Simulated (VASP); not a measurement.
# Bi2Se3 (Paraguanajuatite) (R-3m) in VASP: further runs, part 2 of 2

VASP 6.6.1. Earlier steps stand in the parts before.

### Step 3. Single point, PBE

This run uses another cell than the first one, of 29.51 Å³/atom, 1.020 times its volume.

Input file INCAR:

```
PREC = Accurate
ENCUT = 520
EDIFF = 1E-6
ISMEAR = -1
SIGMA = 0.05
LREAL = False
LASPH = True
NELM = 100
ALGO = Normal
ISIF = 2
LWAVE = False
LCHARG = False
GGA = PE
NBANDS = 32
```

Input file KPOINTS:

```
Automatic mesh
0
Gamma
  8 8 8
```

Input file POSCAR:

```
Bi2Se3
1.0
    2.0987597050      1.2117194806      9.6709442292
   -2.0987597050      1.2117194806      9.6709442292
    0.0000000000     -2.4234389614      9.6709442292
Bi Se
2 3
Direct
    0.5992000000      0.5992000000      0.5992000000
    0.4008000000      0.4008000000      0.4008000000
    0.7883000000      0.7883000000      0.7883000000
    0.2117000000      0.2117000000      0.2117000000
    0.0000000000      0.0000000000      0.0000000000
```

Potentials or basis: VASP PAW PBE potentials, release 64 (Bi_d, Se).

Launch:

```
$ cat potpaw_PBE.64/Bi_d/POTCAR potpaw_PBE.64/Se/POTCAR > POTCAR
$ mpirun -np 1 vasp_std > vasp.out
```

OUTCAR:

```text
PREC = Accurate
   ENCUT = 520
   EDIFF = 1E-6
   ISMEAR = -1
   LREAL = False
   LASPH = True
   NELM = 100
   ISIF = 2
   GGA = PE

 ion  position               nearest neighbor table
   1  0.599  0.599  0.599-   4 2.89   4 2.89   4 2.89   5 3.12   5 3.12   5 3.12
   2  0.401  0.401  0.401-   3 2.89   3 2.89   3 2.89   5 3.12   5 3.12   5 3.12
   3  0.788  0.788  0.788-   2 2.89   2 2.89   2 2.89
   4  0.212  0.212  0.212-   1 2.89   1 2.89   1 2.89
   5  0.000  0.000  0.000-   1 3.12   1 3.12   2 3.12   2 3.12   1 3.12   2 3.12

[... 1043 lines left out ...]
  --------------------------------------------------------------------------------------
  -------------------------------------------------------------------------------------
  Total        0.0849061      0.0849061      0.1536265      0.0000000     -0.0000000      0.0000000
  in kB        0.9218596      0.9218596      1.6679841      0.0000000     -0.0000000      0.0000000
  external PRESSURE =       1.1705677 kB  Pullay stress =       0.0000000 kB

 VOLUME and BASIS-vectors are now :
 -----------------------------------------------------------------------------
  energy-cutoff  :      520.00
  volume of cell :      147.57
      direct lattice vectors                 reciprocal lattice vectors
     2.098759705  1.211719481  9.670944229     0.238235944  0.137545587  0.034467507
    -2.098759705  1.211719481  9.670944229    -0.238235944  0.137545587  0.034467507
     0.000000000 -2.423438961  9.670944229     0.000000000 -0.275091173  0.034467507

 POSITION                                       TOTAL-FORCE (eV/Angst)
 -----------------------------------------------------------------------------------
      0.00000     -0.00000     17.38449         0.000000     -0.000000      0.052625
      0.00000     -0.00000     11.62834         0.000000      0.000000     -0.052625
      0.00000     -0.00000     22.87082         0.000000      0.000000     -0.122176
      0.00000     -0.00000      6.14202         0.000000     -0.000000      0.122176
      0.00000      0.00000      0.00000         0.000000      0.000000      0.000000
 -----------------------------------------------------------------------------------
    total drift:                                0.000000      0.000000     -0.000000

  FREE ENERGIE OF THE ION-ELECTRON SYSTEM (eV)
  ---------------------------------------------------
  free  energy   TOTEN  =       -20.2023561094 eV

  energy  without entropy=      -20.2021722230  energy(sigma->0) =      -20.20226417
```

OSZICAR:

```text
N       E                     dE             d eps       ncg     rms          rms(c)
DAV:   1     0.467562662177E+03    0.46756E+03   -0.22762E+04  4168   0.154E+03
DAV:   2     0.338763717076E+02   -0.43369E+03   -0.41559E+03  4248   0.406E+02
DAV:   3    -0.187705743717E+02   -0.52647E+02   -0.49892E+02  5520   0.149E+02
DAV:   4    -0.209720240257E+02   -0.22014E+01   -0.21908E+01  4568   0.321E+01
DAV:   5    -0.210500729312E+02   -0.78049E-01   -0.78040E-01  5944   0.630E+00    0.508E+00
DAV:   6    -0.201843639735E+02    0.86571E+00   -0.11728E+00  5712   0.755E+00    0.307E+00
DAV:   7    -0.201934702493E+02   -0.91063E-02   -0.35654E-01  4624   0.254E+00    0.168E+00
DAV:   8    -0.202009737394E+02   -0.75035E-02   -0.47438E-02  4840   0.114E+00    0.564E-01
DAV:   9    -0.202020362789E+02   -0.10625E-02   -0.22077E-03  5448   0.438E-01    0.135E-01
DAV:  10    -0.202022600219E+02   -0.22374E-03   -0.10912E-03  4928   0.170E-01    0.598E-02
DAV:  11    -0.202023159813E+02   -0.55959E-04   -0.13298E-04  4728   0.749E-02    0.338E-02
DAV:  12    -0.202023549809E+02   -0.39000E-04   -0.64013E-05  4400   0.385E-02    0.700E-03
DAV:  13    -0.202023561408E+02   -0.11600E-05   -0.33712E-06  4640   0.150E-02    0.462E-03
DAV:  14    -0.202023561094E+02    0.31385E-07   -0.79299E-07  2920   0.543E-03
   1 F= -.20202356E+02 E0= -.20202264E+02  d E =-.183886E-03
```

It took 18 min on 1 thread of Intel Xeon 6975P-C (Granite Rapids), shared host; peak memory 1 GiB.

Results:

```yaml
Free_energy: -20.2024 eV
Pressure: 0.1 GPa
Largest_force: 0.122 eV/Å
Band_gap_on_the_k_mesh: 0.24 eV, direct
```

Forces on the atoms (eV/Å):
```
Bi   0.000  0.000  0.053
Bi   0.000  0.000 -0.053
Se   0.000  0.000 -0.122
Se   0.000  0.000  0.122
Se   0.000  0.000  0.000
```

Levels at points of the mesh, in eV from the valence-band top:
| k point | band 20 | band 21 | band 22 | band 23 | band 24 | band 25 | band 26 | band 27 | band 28 | band 29 |
| --- | --- | --- | --- | --- | --- | --- | --- | --- | --- | --- |
| (0.00, 0.00, 0.00) | -1.74 | -1.74 | -1.10 | -1.10 | 0.00 | 0.24 | 1.43 | 1.43 | 2.13 | 2.68 |
| (0.50, 0.00, 0.00) | -2.83 | -2.82 | -1.99 | -1.12 | -0.52 | 0.88 | 1.94 | 2.98 | 3.07 | 4.03 |
| (0.50, 0.50, 0.00) | -2.41 | -1.79 | -1.75 | -1.50 | -0.94 | 1.38 | 1.98 | 2.56 | 2.93 | 3.44 |
| (0.50, 0.50, 0.50) | -1.51 | -1.50 | -1.25 | -1.25 | -0.43 | 0.66 | 1.72 | 1.72 | 2.02 | 2.36 |

Caveat: spin-orbit coupling is left out, which moves the levels of the heavy elements. A k mesh can miss the band edges.

### Step 4. Single point, PBE+D3(BJ)

This run uses another cell than the first one, of 28.38 Å³/atom, 0.980 times its volume.

Input file INCAR:

```
  ALGO = Normal
  EDIFF = 1E-6
  ENCUT = 520
  GGA = PE
  ISIF = 2
  ISMEAR = -1
  IVDW = 12
  LASPH = True
  LCHARG = True
  LELF = True
  LREAL = False
  LVHAR = True
  LWAVE = False
  NBANDS = 32
  NELM = 100
  PREC = Accurate
  SIGMA = 0.05
```

Input file KPOINTS:

```
k-points
0
Gamma
  8 8 8
```

Changes to POSCAR since step 3:

```diff
@@ -2,5 +2,5 @@
 1.0
-    2.0987597050      1.2117194806      9.6709442292
-   -2.0987597050      1.2117194806      9.6709442292
-    0.0000000000     -2.4234389614      9.6709442292
+    2.0715000000      1.1959810826      9.5453333333
+   -2.0715000000      1.1959810826      9.5453333333
+    0.0000000000     -2.3919621653      9.5453333333
 Bi Se
```

Launch:

```
$ cat potpaw_PBE.64/Bi_d/POTCAR potpaw_PBE.64/Se/POTCAR > POTCAR
$ mpirun -np 1 vasp_std > vasp.out
```

It took 19 min on 1 thread of Intel Xeon Platinum 8488C (Sapphire Rapids), shared host; peak memory 1 GiB.

It converged, with:

```yaml
Free_energy: -22.1572 eV
Pressure: 0.2 GPa
Largest_force: 0.176 eV/Å
Band_gap_on_the_k_mesh: 0.21 eV, direct
Dispersion_energy_per_atom: -0.400 eV
```

Forces in eV/Å, atoms in the order of the input:
```
Bi   0.000  0.000  0.176
Bi   0.000  0.000 -0.176
Se   0.000  0.000  0.175
Se   0.000  0.000 -0.175
Se   0.000  0.000  0.000
```

Levels at points of the mesh, in eV from the valence-band top:
```csv
k point,band 21,band 22,band 23,band 24,band 25,band 26,band 27,band 28
"(0.00, 0.00, 0.00)",-1.87,-1.22,-1.22,0.00,0.21,1.39,1.39,2.12
"(0.50, 0.00, 0.00)",-3.00,-2.15,-1.24,-0.56,0.84,1.92,2.96,3.15
"(0.50, 0.50, 0.00)",-1.89,-1.89,-1.65,-1.01,1.34,1.95,2.59,2.99
"(0.50, 0.50, 0.50)",-1.55,-1.39,-1.39,-0.45,0.62,1.70,1.70,2.06
```

Caveat: three body term missing; spin-orbit coupling is left out, which moves the levels of the heavy elements. A k mesh can miss the band edges.

### Step 5. Overview

```csv
level,cell,gap on the mesh (eV),pressure (GPa),largest force (eV/Å)
PBE,"a = 9.906 Å, angles 24.3°, 5 atoms",0.23,1.3,0.11
PBE,"a = 9.970 Å, angles 24.3°, 5 atoms",0.24,0.1,0.12
PBE+D3(BJ),"a = 9.840 Å, angles 24.3°, 5 atoms",0.21,0.2,0.18
```

Alike in all rows: task single point; potentials or basis VASP PAW PBE potentials, release 64 (Bi_d, Se); no spin polarisation; k mesh 8 × 8 × 8; cutoff (eV) 520; smearing fermi-dirac 0.05 eV.

Caveats: spin-orbit coupling is left out, which moves the levels of the heavy elements; three body term missing (some runs).

Total energies depend on the potentials used, so only differences within one code and one set of settings carry meaning.
